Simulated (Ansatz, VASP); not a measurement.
Zr2O in VASP and in Ansatz

File INCAR:

```
  PREC = Accurate
  ENCUT = 600
  EDIFF = 1E-6
  ISMEAR = 0
  SIGMA = 0.1
  LREAL = False
  LASPH = True
  NELM = 80
  ALGO = Fast
  ISIF = 3
  LWAVE = False
  LCHARG = False
  GGA = PS
  IBRION = 2
  NSW = 80
  EDIFFG = -0.01
```

File KPOINTS:

```
Automatic mesh
0
Gamma
  12 12 4
```

Contents of POSCAR:

```
Zr2O
1.0
    3.1728260571      0.0000000000      0.0000000000
   -1.5864130286      2.7477479672      0.0000000000
    0.0000000000      0.0000000000     10.9106566916
Zr O
4 2
Direct
    0.6666666667      0.3333333333      0.8859930852
    0.3333333333      0.6666666667      0.3859930852
    0.6666666667      0.3333333333      0.6140069148
    0.3333333333      0.6666666667      0.1140069148
    0.0000000000      0.0000000000      0.7500000000
    0.0000000000      0.0000000000      0.2500000000
```

Input for Ansatz:

```yaml
crystal:
  lattice:
    - [3.1728260571, 0.0, 0.0]
    - [-1.5864130286, 2.7477479672, 0.0]
    - [0.0, 0.0, 10.9106566916]
  atoms:
    - { symbol: Zr, position: [0.6666666667, 0.3333333333, 0.8859930852] }
    - { symbol: Zr, position: [0.3333333333, 0.6666666667, 0.3859930852] }
    - { symbol: Zr, position: [0.6666666667, 0.3333333333, 0.6140069148] }
    - { symbol: Zr, position: [0.3333333333, 0.6666666667, 0.1140069148] }
    - { symbol: O, position: [0.0, 0.0, 0.75] }
    - { symbol: O, position: [0.0, 0.0, 0.25] }
basis:
  ecutwfc: 420
kpoints:
  mp_grid: { grid: [12, 12, 4] }
hamiltonian:
  xc: pbesol
scf:
  occupations: { method: gaussian, width: 0.1 }
output:
  forces: true
  stress: true
  eigenvalues: true
relax:
  adjacent_minimum: "off"
  f_tol: 0.01
  max_steps: 60
  cell: { stress_tol: 0.1 }
```

Alike in both runs: task relaxation of cell and atoms; functional PBEsol; k mesh 12 × 12 × 4; occupations gaussian, width 0.1 eV; no spin polarisation.

|  | VASP | Ansatz |
| --- | --- | --- |
| version | VASP 6.6.1 | Ansatz 0.2.0 |
| potentials or method | VASP PAW PBE potentials, release 64 (Zr_sv, O), cutoff 600 eV | scalar-relativistic, plane waves, PAW |
| valence electrons in the cell | 60 | 60 |

```csv
,VASP,Ansatz,Ansatz less VASP
"gap on the k mesh at the Fermi level, each at its own relaxed structure (eV)",none,none,-
relaxed volume (Å³/atom),15.88,15.87,-0.013
relaxed length of the cell vector where the two differ most in proportion (Å),10.917,10.912,-0.0050
```

VASP's potentials were made for PBE, not for PBEsol. A gap of «none» marks a metal or a gap that the smearing closes.
